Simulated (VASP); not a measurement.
Input of a VASP 6.6.1 run:

INCAR

```
SYSTEM = InSb
PREC = Accurate
ENCUT = 520
EDIFF = 1E-8
ISMEAR = -1
SIGMA = 0.05
LREAL = .FALSE.
LASPH = .TRUE.
NELM = 60
ALGO = Normal
ISIF = 2
LWAVE = .FALSE.
LCHARG = .FALSE.
GGA = PE
LEFG = .TRUE.
NBANDS = 16
```

Contents of KPOINTS:

```
regular mesh
0
G
  3 3 3
  0 0 0
```

The input POSCAR:

```
InSb
1.0
    0.0000000000      3.2391000000      3.2391000000
    3.2391000000      0.0000000000      3.2391000000
    3.2391000000      3.2391000000      0.0000000000
In Sb
1 1
Direct
    0.0000000000      0.0000000000      0.0000000000
    0.7500000000      0.7500000000      0.7500000000
```

Potentials or basis: VASP PAW PBE potentials, release 64 (In_d, Sb).

Command:

```sh
$ cat potpaw_PBE.64/In_d/POTCAR potpaw_PBE.64/Sb/POTCAR > POTCAR
$ mpirun -np 1 vasp_std > vasp.out
```

Problem. What does it give for the band gap on the k mesh?

Solution. Zero (filled and empty bands touch).

Problem. What does it give for the pressure?

Solution. 4.8 GPa.

Caveat: the k points lie up to 0.56 Å⁻¹ apart; without QUAD_EFG the Cq values of the log hold for a quadrupole moment of 1 mb, not for the nuclei; spin-orbit coupling is left out, which moves the levels of the heavy elements.
